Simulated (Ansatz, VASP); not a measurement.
One calculation of Sc, two programs

```
Sc
1.0
     3.29590    0.00000    0.00000
    -1.64795    2.85433    0.00000
     0.00000    0.00000   10.51980
Sc
4
Cartesian
  -1.6479 2.8543 0.0000
  -1.6479 2.8543 5.2599
  0.0000 1.9029 2.6299
  1.6479 0.9514 7.8898
```

Alike in both runs: functional PBE; k mesh 11 × 11 × 3; occupations fermi-dirac, width 0.1 eV; no spin polarisation.

Ansatz relaxed the structure, and its values are those at the end. VASP's run is a single point on that final structure, the one shown.

```csv
,VASP,Ansatz
version,VASP 6.6.1,Ansatz 0.2.0
potentials or method,"VASP PAW PBE potentials, release 64 (Sc_sv), cutoff 520 eV","plane waves (420 eV) with PAW, scalar-relativistic"
valence electrons in the cell,44,44
```

```tsv
	VASP	Ansatz	Ansatz less VASP
pressure (GPa)	0.0	0.0	-0.03
```

With one functional, cell and mesh, what is left measures potentials, basis and numerics.
